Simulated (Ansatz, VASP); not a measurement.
**Two plane-wave programs on SiC**

Contents of POSCAR:

```
SiC
1.0
    0.0000000000      2.0692377362      2.1781449855
    2.0692377362      0.0000000000      2.1781449855
    2.0692377362      2.0692377362      0.0000000000
Si C
1 1
Direct
    0.0000000000      0.0000000000      0.0000000000
    0.7500000000      0.7500000000      0.7500000000
```

INCAR.step1

```
SYSTEM = SiC
PREC = Accurate ; ENCUT = 520
ISMEAR = 0 ; SIGMA = 0.05
LREAL = .False. ; LASPH = .True.
NELM = 60 ; NBANDS = 11
GGA = PE ; ALGO = Normal
EDIFF = 1E-4 ; LWAVE = .True.
LCHARG = .False.
```

Contents of INCAR.step2:

```
SYSTEM = SiC
PREC = Accurate ; ENCUT = 520
EDIFF = 1E-7 ; ISMEAR = 0
SIGMA = 0.05 ; LREAL = .False.
LASPH = .True. ; NELM = 60
ALGO = Normal ; ISIF = 2
LWAVE = .False. ; LCHARG = .False.
METAGGA = R2SCAN ; LMIXTAU = .True.
NBANDS = 11 ; ISTART = 1
```

File KPOINTS:

```
Automatic mesh
0
Gamma
  10 10 10
  0 0 0
```

Input for Ansatz:

```yaml
crystal:
  lattice:
    - [0.0, 2.0692377362, 2.1781449855]
    - [2.0692377362, 0.0, 2.1781449855]
    - [2.0692377362, 2.0692377362, 0.0]
  atoms:
    - { symbol: Si, position: [0.0, 0.0, 0.0] }
    - { symbol: C, position: [0.75, 0.75, 0.75] }
basis:
  ecutwfc: 500
kpoints:
  mp_grid: { grid: [10, 10, 10] }
hamiltonian:
  xc: r2scan
scf:
  occupations: { method: gaussian, width: 0.05 }
output:
  forces: true
  stress: true
  eigenvalues: true
```

Change from the starting cell: strain -0.050 along x and y, +0.000 along z, atoms carried along.

Alike in both runs: task single point; functional r2SCAN; k mesh 10 × 10 × 10; occupations gaussian, width 0.05 eV; no spin polarisation.

|  | VASP | Ansatz |
| --- | --- | --- |
| version | VASP 6.6.1 | Ansatz 0.2.0 |
| potentials or method | VASP PAW PBE potentials, release 64 (Si, C), cutoff 520 eV | scalar-relativistic, plane waves, PAW |
| valence electrons in the cell | 8 | 8 |

Ansatz gave:

| Item | Value |
| --- | --- |
| gap on the k mesh at the Fermi level (eV) | 1.34 |
| least direct gap on the mesh (eV) | 5.11 |
| pressure (GPa) | 28.1 |
| traceless stress, the component that is largest in VASP (GPa) | -10.87 |

Estimate VASP's values.

gap on the k mesh at the Fermi level (eV): 1.35; least direct gap on the mesh (eV): 5.12; pressure (GPa): 27.8; traceless stress, the component that is largest in VASP (GPa): -10.93.

VASP's potentials were made for PBE, not for r2SCAN.
